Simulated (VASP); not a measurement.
# GeCN2: single point with PBEsol

Crystal: GeCN2.

```
CELL_PARAMETERS angstrom
1.75219 1.01163 4.88736
-1.75219 1.01163 4.88736
0.00000 -2.02326 4.88736
ATOMIC_POSITIONS crystal
Ge 0.00000 0.00000 0.00000
N 0.58439 0.58439 0.58439
N 0.41561 0.41561 0.41561
C 0.50000 0.50000 0.50000
```

- Program: VASP 6.6.1
- Task: single point
- Functional: PBEsol
- Potentials or basis: VASP PAW PBE potentials, release 64 (Ge_d, N, C)
- Cutoff: 520 eV
- k mesh: 9 × 9 × 9
- Occupations: fermi-dirac, width 0.05 eV
- Spin: no spin polarisation
- Dipole correction: no
- Further INCAR settings: ALGO = Normal; EDIFF = 1e-07; NBANDS = 22

```yaml
Pressure: 0.2 GPa
Largest_force: 0.146 eV/Å
Band_gap_on_the_k_mesh: 0.93 eV, indirect (least direct gap 1.65 eV)
```

Forces in eV/Å, atoms in the order of the input:
```
Ge   0.000  0.000  0.000
N    0.000  0.000  0.146
N    0.000  0.000 -0.146
C    0.000  0.000  0.000
```

Stress tensor (GPa, compression positive):
```
-0.17  0.00  0.00
 0.00 -0.17  0.00
 0.00  0.00  1.08
```

Levels at points of the mesh, in eV from the valence-band top:
| k point | band 11 | band 12 | band 13 | band 14 | band 15 | band 16 | band 17 | band 18 |
| --- | --- | --- | --- | --- | --- | --- | --- | --- |
| (0.00, 0.00, 0.00) | -5.43 | -2.18 | -2.18 | -1.88 | 2.46 | 3.22 | 3.22 | 4.84 |

Run time: 79 s on 1 thread of Intel(R) Xeon(R) Platinum 8488C (Sapphire Rapids), on a shared host, peak memory 0.29 GiB.

Caveat: the PAW data sets were made with another functional, which shifts forces and pressure a little. A k mesh can miss the band edges.
